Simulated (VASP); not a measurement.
Input of a VASP 6.6.1 run:

File INCAR:

```
SYSTEM = Ru
PREC = Accurate
ENCUT = 520
EDIFF = 1E-6
ISMEAR = 0
SIGMA = 0.1
LREAL = .False.
LASPH = .True.
NELM = 100
ALGO = Fast
ISIF = 2
LWAVE = .False.
LCHARG = .False.
GGA = PE
NBANDS = 21
```

File KPOINTS:

```
regular mesh
0
Gamma
  24 24 12
  0 0 0
```

Contents of POSCAR:

```
Ru
1.0
    2.7471967063      0.0000000000      0.0000000000
   -1.3735983532      2.3791421369      0.0000000000
    0.0000000000      0.0000000000      4.2709901427
Ru
2
Direct
    0.3333333333      0.6666666667      0.2500000000
    0.6666666667      0.3333333333      0.7500000000
```

Potentials or basis: VASP PAW PBE potentials, release 64 (Ru_pv).

Launch:

```sh
$ cat potpaw_PBE.64/Ru_pv/POTCAR > POTCAR
$ mpirun -np 1 vasp_std > vasp.out
```

Question: What does it give for the pressure?

Answer: -4.0 GPa.

Question: Predict the band gap on the k mesh.

Answer: Zero (bands 14 and 15 overlap by 3.06 eV).

Stress tensor (GPa, compression positive):
```
-5.87  0.00  0.00
 0.00 -5.87  0.00
 0.00  0.00 -0.30
```

Caveat: the cell differs from its parent crystal (biaxial strain in the a-b plane: +1.0 %); the stress differs along the axes, from -6 to -0 GPa.
